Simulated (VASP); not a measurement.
Set up this calculation in VASP 6.6.1, as the native input.

```yaml
Task: single point
Functional: PBE
Potentials_or_basis: VASP PAW PBE potentials, release 64 (Yb, Ge_d, Pd)
Cutoff: 690 eV
k_mesh: 8 × 8 × 8
Occupations: gaussian, width 0.1 eV
Spin: no spin polarisation
Dipole_correction: no
Second_try: not_converged
Further_INCAR_settings: ALGO = All; EDIFF = 1e-06; NBANDS = 50
```

The structure of YbGe2Pd3 lies in POSCAR:

```
YbGe2Pd3
1.0
    5.0766005828      0.0000000000      0.0000000000
    0.0000000000      5.0766005828      0.0000000000
    0.0000000000      0.0000000000      5.2259874877
Yb Ge Pd
1 2 3
Direct
    0.5000000000      0.5000000000      0.0000000000
    0.0000000000      0.0000000000      0.5000000000
    0.0000000000      0.0000000000      0.0000000000
    0.5000000000      0.5000000000      0.5000000000
    0.0000000000      0.5000000000      0.5000000000
    0.5000000000      0.0000000000      0.5000000000
```

These files were run (other wordings do the same):

INCAR

```
  ALGO = All
  EDIFF = 1E-6
  ENCUT = 690
  GGA = PE
  GGA_COMPAT = F
  ISEARCH = 1
  ISIF = 2
  ISMEAR = 0
  KPAR = 4
  LASPH = T
  LCHARG = F
  LMAXMIX = 6
  LREAL = F
  LWAVE = F
  NBANDS = 50
  NELM = 300
  PREC = Accurate
  SIGMA = 0.1
```

KPOINTS

```
k-points
0
Gamma
  8 8 8
```

Potentials or basis: VASP PAW PBE potentials, release 64 (Yb, Ge_d, Pd).

Launch:

```bash
$ cat potpaw_PBE.64/Yb/POTCAR potpaw_PBE.64/Ge_d/POTCAR potpaw_PBE.64/Pd/POTCAR > POTCAR
$ mpirun -np 4 vasp_std > vasp.out
```

Results of the run:

* Pressure: 0.0 GPa
* Band gap on the k mesh: zero (bands 41 and 42 overlap by 0.57 eV)

Caveat: spin-orbit coupling is left out, which moves the levels of the heavy elements.

Wall time 21 min on 4 MPI ranks on Intel(R) Xeon(R) Platinum 8259CL CPU @ 2.50GHz (Skylake/Cascade Lake), on a shared host, peak memory 1.5 GiB a rank.
